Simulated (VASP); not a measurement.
The system is Sn.

```
Sn
1.0
     0.00000    3.23334    3.23334
     3.23334    0.00000    3.23334
     3.23334    3.23334    0.00000
Sn
2
Direct
  0.00000 0.00000 0.00000
  0.25000 0.25000 0.25000
```

| Quantity | Value |
| --- | --- |
| Program | VASP 6.6.1 |
| Task | relaxation of volume and atoms at fixed shape |
| Functional | PBE |
| Potentials or basis | VASP PAW PBE potentials, release 64 (Sn_d) |
| Cutoff | 600 eV |
| k mesh | 6 × 6 × 6 |
| Occupations | fermi-dirac, width 0.05 eV |
| Spin | no spin polarisation |

At the start: pressure 3.9 GPa; volume 33.80 Å³/atom.

**Question.** Where does the relaxation end?

**Answer.** Over 3 steps the energy falls by 33.8 meV/atom and the volume is 36.85 Å³/atom (+9.0 %); space group Fd-3m (No. 227, to 0.05 Å).

The path:
```
step  energy change (eV)  largest force (eV/Å)  pressure (GPa)  volume (Å³)
   1              0.0000                0.0000            3.86        67.61
   2             -0.0609                0.0000           -0.95        75.88
   3             -0.0675                0.0000           -0.01        73.71
```

Final structure:
```cif
data_structure
_symmetry_space_group_name_H-M 'P 1'
_symmetry_Int_Tables_number 1
_cell_length_a 4.7062
_cell_length_b 4.7062
_cell_length_c 4.7062
_cell_angle_alpha 60.000
_cell_angle_beta 60.000
_cell_angle_gamma 60.000
_cell_volume 73.71
loop_
_atom_site_label
_atom_site_type_symbol
_atom_site_fract_x
_atom_site_fract_y
_atom_site_fract_z
_atom_site_occupancy
Sn1 Sn 0.00000 0.00000 0.00000 1
Sn2 Sn 0.25000 0.25000 0.25000 1
```
